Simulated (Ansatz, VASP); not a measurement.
**Two plane-wave programs on Hf**

```xyz
1
Lattice="-1.7097 1.7097 1.7097 1.7097 -1.7097 1.7097 1.7097 1.7097 -1.7097" Properties=species:S:1:pos:R:3 pbc="T T T"
Hf    0.0000    0.0000    0.0000
```

Alike in both runs: task single point; functional PBEsol; k mesh 16 × 16 × 16; occupations gaussian, width 0.1 eV; no spin polarisation.

```csv
,VASP,Ansatz
version,VASP 6.6.1,Ansatz 0.2.0
potentials or method,"VASP PAW PBE potentials, release 64 (Hf_pv), cutoff 520 eV","scalar-relativistic, plane waves, PAW"
valence electrons in the cell,10,26
```

|  | VASP | Ansatz | Ansatz less VASP |
| --- | --- | --- | --- |
| gap on the k mesh at the Fermi level (eV) | none | none | - |
| pressure (GPa) | 7.1 | 7.3 | +0.22 |

VASP's potentials were made for PBE, not for PBEsol. A gap of «none» marks a metal or a gap that the smearing closes. VASP's potentials hold 10 valence electrons a cell and Ansatz's 26, so a difference there can come from the potentials and not from the codes.

Spin-orbit coupling is off throughout.
